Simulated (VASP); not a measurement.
Input of a VASP 6.6.1 run:

Contents of POSCAR:

```
TlCl
1.0
    3.8388256226      0.0000000000      0.0000000000
    0.0000000000      3.8388256226      0.0000000000
    0.0000000000      0.0000000000      3.8388256226
Tl Cl
1 1
Direct
    0.0000000000      0.0000000000      0.0000000000
    0.5000000000      0.5000000000      0.5000000000
```

INCAR.step1

```
  PREC = Accurate
  ENCUT = 400
  EDIFF = 1E-5
  ISMEAR = -1
  SIGMA = 0.001
  LREAL = False
  LASPH = True
  NELM = 120
  ALGO = Normal
  ISIF = 2
  LWAVE = True
  LCHARG = False
  GGA = PE
  NBANDS = 17
  GGA_COMPAT = False
```

INCAR.step2

```
  PREC = Accurate
  ENCUT = 400
  EDIFF = 1E-6
  ISMEAR = -1
  SIGMA = 0.001
  LREAL = False
  LASPH = True
  NELM = 120
  ALGO = Normal
  ISIF = 2
  LWAVE = False
  LCHARG = False
  GGA = PE
  LHFCALC = True
  HFSCREEN = 0.2079
  PRECFOCK = Normal
  ISTART = 1
  NBANDS = 17
  GGA_COMPAT = False
```

File KPOINTS:

```
regular mesh
0
Gamma
  4 4 4
```

Potentials or basis: VASP PAW PBE potentials, release 64 (Tl_d, Cl).

The run is started by

```bash
$ cat potpaw_PBE.64/Tl_d/POTCAR potpaw_PBE.64/Cl/POTCAR > POTCAR
$ cp INCAR.step1 INCAR
$ mpirun -np 1 vasp_std > vasp.out
$ cp INCAR.step2 INCAR
$ mpirun -np 1 vasp_std > vasp.out
```

Problem. What does it give for the band gap on the k mesh?

Solution. 2.85 eV.

Problem. Estimate the pressure.

Solution. 0.8 GPa.

Caveat: the PAW data sets were made with another functional, which shifts forces and pressure a little; spin-orbit coupling is left out, which moves the levels of the heavy elements. A k mesh can miss the band edges.
